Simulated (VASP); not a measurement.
# ZnS (I-4m2) in VASP: further runs

The runs below take ZnS through single point, with HSE06, PBE.

Everything below comes from runs of VASP 6.6.1. Logs are shortened: lines on timing, memory, paths and dates and some standing lists are left out, and cuts for length are marked.

### 1 The cell of the first run

It takes space group I-4m2 (No. 119, tetragonal). Conventional cell: a = 3.810 Å, b = 3.810 Å, c = 5.173 Å, α = 90.00°, β = 90.00°, γ = 90.00°. Within 3.0 Å of Zn (site symmetry -4m2) lie 4 S at 2.30 Å. Within 3.0 Å of S (site symmetry -4m2) lie 4 Zn at 2.30 Å.

### 2 Single point, HSE06 (uniaxial z strain -4.0%)

Input file POSCAR:

```
ZnS
1.0
    0.0000000000      2.6940858325      2.5863223992
    2.6940858325      0.0000000000      2.5863223992
    2.6940858325      2.6940858325      0.0000000000
Zn S
1 1
Direct
    0.0000000000      0.0000000000      0.0000000000
    0.2500000000      0.2500000000      0.2500000000
```

Input file INCAR.step1:

```
ALGO = Normal
EDIFF = 1E-5
ENCUT = 520
GGA = PE
ISIF = 2
ISMEAR = 0
LASPH = T
LCHARG = F
LREAL = F
LWAVE = T
NBANDS = 16
NELM = 60
PREC = Accurate
SIGMA = 0.01
```

Input file INCAR.step2:

```
ALGO = Normal
EDIFF = 1E-6
ENCUT = 520
GGA = PE
HFSCREEN = 0.2079
ISIF = 2
ISMEAR = 0
ISTART = 1
LASPH = T
LCHARG = F
LHFCALC = T
LREAL = F
LWAVE = F
NBANDS = 16
NELM = 60
PREC = Accurate
PRECFOCK = Normal
SIGMA = 0.01
```

Input file KPOINTS:

```
k-points
0
Gamma
  6 6 6
```

Potentials or basis: VASP PAW PBE potentials, release 64 (Zn, S).

The run is started by

```
> cat potpaw_PBE.64/Zn/POTCAR potpaw_PBE.64/S/POTCAR > POTCAR
> cp INCAR.step1 INCAR
> mpirun -np 1 vasp_std > vasp.out
> cp INCAR.step2 INCAR
> mpirun -np 1 vasp_std > vasp.out
```

OUTCAR:

```text
EDIFF = 1E-6
   ENCUT = 520
   GGA = PE
   HFSCREEN = 0.2079
   ISIF = 2
   ISMEAR = 0
   ISTART = 1
   LASPH = T
   LHFCALC = T
   LREAL = F
   NELM = 60
   PREC = Accurate
   PRECFOCK = Normal

 ion  position               nearest neighbor table
   1  0.000  0.000  0.000-   2 2.30   2 2.30   2 2.30   2 2.30
   2  0.250  0.250  0.250-   1 2.30   1 2.30   1 2.30   1 2.30

  LATTYP: Found a body centered tetragonal cell.
 ALAT       =     3.8100127225
 C/A-ratio  =     1.3576450199

  Lattice vectors:

 A1 = (   0.0000000000,  -2.6940858325,  -2.5863223992)
 A2 = (   0.0000000000,   2.6940858325,  -2.5863223992)
 A3 = (   2.6940858325,   0.0000000000,   2.5863223992)

Analysis of symmetry for initial positions (statically):
=====================================================================
 Subroutine PRICEL returns:
 Original cell was already a primitive cell.

 Routine SETGRP: Setting up the symmetry group for a
 body centered tetragonal supercell.

 Subroutine GETGRP returns: Found  8 space group operations
 (whereof  8 operations were pure point group operations)
 out of a pool of 16 trial point group operations.

The static configuration has the point symmetry D_2d.

Analysis of symmetry for dynamics (positions and initial velocities):
=====================================================================
 Subroutine PRICEL returns:
 Original cell was already a primitive cell.

 Routine SETGRP: Setting up the symmetry group for a
 body centered tetragonal supercell.

 Subroutine GETGRP returns: Found  8 space group operations
 (whereof  8 operations were pure point group operations)
 out of a pool of 16 trial point group operations.

The dynamic configuration has the point symmetry D_2d.

 Subroutine INISYM returns: Found  8 space group operations
 (whereof  8 operations are pure point group operations),
 and found     1 'primitive' translations

----------------------------------------------------------------------------------------

                                     Primitive cell

  volume of cell :      37.5436

  direct lattice vectors                    reciprocal lattice vectors
     0.000000000  2.694085832  2.586322399    -0.185591711  0.185591711  0.193324699
[... 90 lines left out ...]
   IBRION =     -1    ionic relax: 0-MD 1-quasi-New 2-CG
   NFREE  =      0    steps in history (QN), initial steepest desc. (CG)
   ISIF   =      2    stress and relaxation
   ISYM   =      3    0-nonsym 1-usesym 2-fastsym
   POTIM  = 0.5000    time-step for ionic-motion
   TEBEG  =    0.0;   TEEND  =   0.0 temperature during run
   PSTRESS=    0.0 pullay stress
   NELECT =      18.0000    total number of electrons
   NUPDOWN=      -1.0000    fix difference up-down
   EMIN   =  10.00;   EMAX   =-10.00  energy-range for DOS
   EFERMI =   0.00;   METHOD = LEGACY
   ISMEAR =     0;   SIGMA  =   0.01  broadening in eV -4-tet -1-fermi 0-gaus
   EFERMI_NEDOS =   21; number of points for ismear=-14 and -15
   IALGO  =     38    algorithm
   IMIX   =      1    mixing-type and parameters
     AMIX     =   0.40;   BMIX     =  1.00
     AMIX_MAG =   1.60;   BMIX_MAG =  1.00
  volume/ion in A,a.u.               =      18.77       126.68
  Fermi-wavevector in a.u.,A,eV,Ry     =   1.281309  2.421323 22.337397  1.641752
  Thomas-Fermi vector in A             =   2.413686
   LORBIT       =      0    0 simple, 1 ext, 2 COOP (PROOUT), +10 PAW based schemes
   GGA     = PE    functional components
   LHFCALC =     T    Hartree Fock is set to
   PRECFOCK=normal    Normal, Fast or Accurate (Low or Medium for compatibility)
   ENCUT4O =  -1.0   cutoff for four orbital integrals eV
   NKREDX  =     1    reduce k-point grid by
   NKREDY  =     1    reduce k-point grid by
   NKREDZ  =     1    reduce k-point grid by
   AEXX    =    0.2500 exact exchange contribution
   HFSCREEN=    0.2079 screening length (either q_TF or 0.3 A-1)
   HFSCREENC=   0.2079 screening length for correlation (either q_TF or 0.3 A-1)
   ENCUTFOCK=  -1.0 apply spherical cutoff to Coloumb kernel
   IVDW    =     0    specifies the selected vdW correction
   LEPSILON=     F    determine dielectric tensor
   LRPA    =     F    only Hartree local field effects (RPA)
 non-spin polarized calculation
 Gauss-broadening in eV      SIGMA  =   0.01
  energy-cutoff  :      520.00
  volume of cell :       37.54
 maximum number of plane-waves:      1027
  NGX = 24; NGY = 24; NGZ = 24

 number of electron      18.0000006 magnetization

 Free energy of the ion-electron system (eV)
  ---------------------------------------------------
  ext. energy  EPLUGINS =         0.00000000
  ---------------------------------------------------
  free energy    TOTEN  =        -8.33087557 eV

  energy without entropy =       -8.33087557  energy(sigma->0) =       -8.33087557

 E-fermi :   2.0157     XC(G=0):  -8.1581

 val. band max:        1.9428302443   @ k =   0.0000   0.0000   0.0000
 cond. band min:       5.4093332957   @ k =   0.0000   0.0000   0.0000
 fundamental gap:      3.4665030513
 Fermi energy:         2.0156724986

 k-point     1 :       0.0000    0.0000    0.0000
  band No.  band energies     occupation
      1     -12.8442      2.00000
      2      -6.1869      2.00000
      3      -6.1869      2.00000
      4      -6.1667      2.00000
      5      -5.6870      2.00000
      6      -5.6749      2.00000
[... 433 lines left out ...]
      3      -5.8905      2.00000
      4      -5.8360      2.00000
      5      -5.6295      2.00000
      6      -5.4293      2.00000
[... 8 lines left out ...]
     15      17.1980      0.00000
     16      18.7862      0.00000

 [... further k-points ...]

------------------------ aborting loop because EDIFF is reached ----------------------------------------

  FORCE on cell =-STRESS in cart. coord.  units (eV):
  Direction    XX          YY          ZZ          XY          YZ          ZX
  --------------------------------------------------------------------------------------
  -------------------------------------------------------------------------------------
  Total        1.1016713      1.1016713      1.4488439      0.0000000      0.0000000     -0.0000000
  in kB       47.0139910     47.0139910     61.8296337      0.0000000      0.0000000     -0.0000000
  external PRESSURE =      51.9525386 kB  Pullay stress =       0.0000000 kB

 VOLUME and BASIS-vectors are now :
 -----------------------------------------------------------------------------
  energy-cutoff  :      520.00
  volume of cell :       37.54
      direct lattice vectors                 reciprocal lattice vectors
     0.000000000  2.694085832  2.586322399    -0.185591711  0.185591711  0.193324699
     2.694085832  0.000000000  2.586322399     0.185591711 -0.185591711  0.193324699
     2.694085832  2.694085832  0.000000000     0.185591711  0.185591711 -0.193324699

 POSITION                                       TOTAL-FORCE (eV/Angst)
 -----------------------------------------------------------------------------------
      0.00000      0.00000      0.00000        -0.000000     -0.000000      0.000000
      1.34704      1.34704      1.29316         0.000000      0.000000     -0.000000
 -----------------------------------------------------------------------------------
    total drift:                                0.000003      0.000004     -0.000005

  FREE ENERGIE OF THE ION-ELECTRON SYSTEM (eV)
  ---------------------------------------------------
  free  energy   TOTEN  =        -8.3308755710 eV

  energy  without entropy=       -8.3308755710  energy(sigma->0) =       -8.33087557
```

Run time: 53 min. Hardware: 1 thread of Intel Xeon Platinum 8488C (Sapphire Rapids), shared host; peak memory 0.28 GiB.

Results:

```
Free energy            : -8.3309 eV
Pressure               : 5.2 GPa
Band gap on the k mesh : 3.47 eV
```

Levels at points of the mesh, in eV from the valence-band top:
```csv
k point,band 6,band 7,band 8,band 9,band 10,band 11,band 12,band 13
"(0.00, 0.00, 0.00)",-7.62,-0.14,-0.14,0.00,3.47,7.56,7.56,7.59
"(0.50, 0.00, 0.00)",-7.36,-6.05,-1.21,-0.96,4.53,7.87,8.31,10.32
"(0.50, 0.50, 0.00)",-7.27,-5.13,-2.80,-2.80,4.03,4.87,13.19,13.91
"(0.50, 0.00, 0.50)",-7.35,-5.42,-2.60,-2.50,4.25,5.30,12.68,13.74
```

Caveat: the cell differs from its parent crystal (uniaxial z strain -4.0%); the cell stands under pressure; the PAW data sets were made with another functional, which shifts forces and pressure a little.

### 3 Single point, PBE (uniaxial x strain -5.0%)

Input file INCAR:

```
PREC = Accurate ; ENCUT = 520
EDIFF = 1E-6 ; ISMEAR = -1
SIGMA = 0.02 ; LREAL = False
LASPH = True ; NELM = 60
ALGO = Normal ; ISIF = 2
LWAVE = False ; LCHARG = False
GGA = PE ; NBANDS = 16
```

Input file KPOINTS:

```
Automatic mesh
0
Gamma
  8 8 8
```

Input file POSCAR:

```
ZnS
1.0
    0.0000000000      2.6940858325      2.6940858325
    2.5593815409      0.0000000000      2.6940858325
    2.5593815409      2.6940858325      0.0000000000
Zn S
1 1
Direct
    0.0000000000      0.0000000000      0.0000000000
    0.2500000000      0.2500000000      0.2500000000
```

Potentials or basis: VASP PAW PBE potentials, release 64 (Zn, S).

The run is started by

```
> cat potpaw_PBE.64/Zn/POTCAR potpaw_PBE.64/S/POTCAR > POTCAR
> mpirun -np 1 vasp_std > vasp.out
```

Run time: 31 s. Hardware: 1 thread of AMD EPYC 9R14 (Zen 4), shared host; peak memory 0.14 GiB.

The run converged. Its results:

- Free energy: -6.7784 eV
- Pressure: 6.9 GPa
- Band gap on the k mesh: 2.26 eV

Stress tensor (GPa, compression positive):
```
8.03 0.00 0.00
0.00 6.33 0.00
0.00 0.00 6.33
```

Levels at points of the mesh, in eV from the valence-band top:
| k point | band 7 | band 8 | band 9 | band 10 | band 11 | band 12 |
| --- | --- | --- | --- | --- | --- | --- |
| (0.00, 0.00, 0.00) | -0.17 | -0.17 | 0.00 | 2.26 | 6.25 | 6.25 |
| (0.50, 0.00, 0.00) | -5.77 | -1.21 | -0.92 | 3.28 | 6.55 | 7.07 |
| (0.50, 0.50, 0.00) | -5.00 | -2.51 | -2.39 | 3.26 | 4.13 | 11.09 |
| (0.00, 0.50, 0.50) | -4.69 | -2.73 | -2.73 | 2.98 | 3.61 | 11.70 |

Caveat: the cell differs from its parent crystal (uniaxial x strain -5.0%); the cell stands under pressure.

### 4 Single point, PBE (uniaxial z strain -4.0%)

Input file INCAR:

```
PREC = Accurate
ENCUT = 520
EDIFF = 1E-7
ISMEAR = -1
SIGMA = 0.02
LREAL = F
LASPH = T
NELM = 80
ALGO = Normal
ISIF = 2
LWAVE = F
LCHARG = F
GGA = PE
NBANDS = 16
```

KPOINTS is that of step 3.

Input file POSCAR:

```
ZnS
1.0
    0.0000000000      2.6940858325      2.5863223992
    2.6940858325      0.0000000000      2.5863223992
    2.6940858325      2.6940858325      0.0000000000
Zn S
1 1
Direct
    0.0000000000      0.0000000000      0.0000000000
    0.2500000000      0.2500000000      0.2500000000
```

Potentials or basis: VASP PAW PBE potentials, release 64 (Zn, S).

The run is started by

```
> cat potpaw_PBE.64/Zn/POTCAR potpaw_PBE.64/S/POTCAR > POTCAR
> mpirun -np 1 vasp_std > vasp.out
```

OUTCAR:

```text
PREC = Accurate
   ENCUT = 520
   EDIFF = 1E-7
   ISMEAR = -1
   LREAL = F
   LASPH = T
   NELM = 80
   ISIF = 2
   GGA = PE

 ion  position               nearest neighbor table
   1  0.000  0.000  0.000-   2 2.30   2 2.30   2 2.30   2 2.30
   2  0.250  0.250  0.250-   1 2.30   1 2.30   1 2.30   1 2.30

  LATTYP: Found a body centered tetragonal cell.
 ALAT       =     3.8100127225
 C/A-ratio  =     1.3576450199

  Lattice vectors:

 A1 = (   0.0000000000,  -2.6940858325,  -2.5863223992)
 A2 = (   0.0000000000,   2.6940858325,  -2.5863223992)
 A3 = (   2.6940858325,   0.0000000000,   2.5863223992)

Analysis of symmetry for initial positions (statically):
=====================================================================
 Subroutine PRICEL returns:
 Original cell was already a primitive cell.

 Routine SETGRP: Setting up the symmetry group for a
 body centered tetragonal supercell.

 Subroutine GETGRP returns: Found  8 space group operations
[... 155 lines left out ...]

 Free energy of the ion-electron system (eV)
  ---------------------------------------------------
  ext. energy  EPLUGINS =         0.00000000
  ---------------------------------------------------
  free energy    TOTEN  =        -6.79681730 eV

  energy without entropy =       -6.79681730  energy(sigma->0) =       -6.79681730

 E-fermi :   3.0700     XC(G=0):  -9.8674

 val. band max:        2.6715988347   @ k =   0.0000   0.0000   0.0000
 cond. band min:       4.9125293220   @ k =   0.0000   0.0000   0.0000
 fundamental gap:      2.2409304873
 Fermi energy:         3.0699663597

 k-point     1 :       0.0000    0.0000    0.0000
  band No.  band energies     occupation
      1     -10.9124      2.00000
      2      -3.9722      2.00000
      3      -3.9722      2.00000
      4      -3.9480      2.00000
      5      -3.4158      2.00000
      6      -3.4007      2.00000
[... 433 lines left out ...]
      3      -3.8192      2.00000
      4      -3.7675      2.00000
      5      -3.4135      2.00000
      6      -3.3702      2.00000
[... 8 lines left out ...]
     15      15.2736      0.00000
     16      15.9311      0.00000

 [... further k-points ...]
[... 5 lines left out ...]
  --------------------------------------------------------------------------------------
  -------------------------------------------------------------------------------------
  Total        1.2875409      1.2875409      1.6189154      0.0000000      0.0000000      0.0000000
  in kB       54.9460036     54.9460036     69.0874593      0.0000000      0.0000000      0.0000000
  external PRESSURE =      59.6598222 kB  Pullay stress =       0.0000000 kB

 VOLUME and BASIS-vectors are now :
 -----------------------------------------------------------------------------
  energy-cutoff  :      520.00
  volume of cell :       37.54
      direct lattice vectors                 reciprocal lattice vectors
     0.000000000  2.694085832  2.586322399    -0.185591711  0.185591711  0.193324699
     2.694085832  0.000000000  2.586322399     0.185591711 -0.185591711  0.193324699
     2.694085832  2.694085832  0.000000000     0.185591711  0.185591711 -0.193324699

 POSITION                                       TOTAL-FORCE (eV/Angst)
 -----------------------------------------------------------------------------------
      0.00000      0.00000      0.00000         0.000000      0.000000      0.000000
      1.34704      1.34704      1.29316        -0.000000     -0.000000     -0.000000
 -----------------------------------------------------------------------------------
    total drift:                                0.000002      0.000002      0.000001

  FREE ENERGIE OF THE ION-ELECTRON SYSTEM (eV)
  ---------------------------------------------------
  free  energy   TOTEN  =        -6.7968172967 eV

  energy  without entropy=       -6.7968172967  energy(sigma->0) =       -6.79681730
```

OSZICAR:

```text
N       E                     dE             d eps       ncg     rms          rms(c)
DAV:   1     0.893949123874E+02    0.89395E+02   -0.89910E+03  1888   0.137E+03
DAV:   2    -0.143320121008E+01   -0.90828E+02   -0.85107E+02  2120   0.264E+02
DAV:   3    -0.717014755093E+01   -0.57369E+01   -0.57130E+01  2312   0.643E+01
DAV:   4    -0.722853046916E+01   -0.58383E-01   -0.58367E-01  2408   0.670E+00
DAV:   5    -0.722917794404E+01   -0.64747E-03   -0.64746E-03  2368   0.683E-01    0.755E+00
DAV:   6    -0.681979136699E+01    0.40939E+00   -0.74393E-01  2824   0.309E+01    0.585E+00
DAV:   7    -0.679727748895E+01    0.22514E-01   -0.26706E-01  2280   0.481E+00    0.291E+00
DAV:   8    -0.679650160520E+01    0.77588E-03   -0.56966E-03  2528   0.108E+00    0.770E-01
DAV:   9    -0.679666507859E+01   -0.16347E-03   -0.14093E-03  2280   0.293E-01    0.916E-02
DAV:  10    -0.679680573315E+01   -0.14065E-03   -0.18057E-04  2344   0.989E-02    0.355E-02
DAV:  11    -0.679681649135E+01   -0.10758E-04   -0.34539E-05  2272   0.472E-02    0.949E-03
DAV:  12    -0.679681725345E+01   -0.76211E-06   -0.35236E-06  2432   0.164E-02    0.601E-03
DAV:  13    -0.679681729674E+01   -0.43291E-07   -0.24058E-07  2440   0.734E-03
   1 F= -.67968173E+01 E0= -.67968173E+01  d E =-.366882E-11
```

stdout:

```text
POSCAR found type information on POSCAR ZnS
 POSCAR found :  2 types and       2 ions
 scaLAPACK will be used
 LDA part: xc-table for (Slater+PW92), standard interpolation
 POSCAR, INCAR and KPOINTS ok, starting setup
 FFT: planning ... GRIDC
 FFT: planning ... GRID_SOFT
 FFT: planning ... GRID
 WAVECAR not read
 entering main loop
```

Run time: 33 s. Hardware: 1 thread of AMD EPYC 9R14 (Zen 4), shared host; peak memory 0.14 GiB.

Results:

```
Free energy            : -6.7968 eV
Pressure               : 6.0 GPa
Band gap on the k mesh : 2.24 eV
```

Stress tensor (GPa, compression positive):
```
5.49 0.00 0.00
0.00 5.49 0.00
0.00 0.00 6.91
```

Caveat: the cell differs from its parent crystal (uniaxial z strain -4.0%); the cell stands under pressure.

### 5 Summary

| level | cell | k mesh | smearing | grid for exact exchange (PRECFOCK) | share of exact exchange | screening parameter | gap on the mesh (eV) | pressure (GPa) |
| --- | --- | --- | --- | --- | --- | --- | --- | --- |
| HSE06 | a = 3.735, b = 3.735, c = 3.810 Å, angles 59.3, 59.3, 61.3°, 2 atoms | 6 × 6 × 6 | gaussian 0.01 eV | Normal | 0.25 | 0.2079 1/Å | 3.47 | 5.2 |
| PBE | a = 3.810, b = 3.716, c = 3.716 Å, angles 61.7, 59.2, 59.2°, 2 atoms | 8 × 8 × 8 | fermi-dirac 0.02 eV | - | - | - | 2.26 | 6.9 |
| PBE | a = 3.735, b = 3.735, c = 3.810 Å, angles 59.3, 59.3, 61.3°, 2 atoms | 8 × 8 × 8 | fermi-dirac 0.02 eV | - | - | - | 2.24 | 6.0 |

Alike in all rows: task single point; potentials or basis VASP PAW PBE potentials, release 64 (Zn, S); no spin polarisation; cutoff (eV) 520.

Caveats: the cell stands under pressure; the PAW data sets were made with another functional, which shifts forces and pressure a little (at least some runs).

Absolute energies hang on the potentials; compare differences alone.
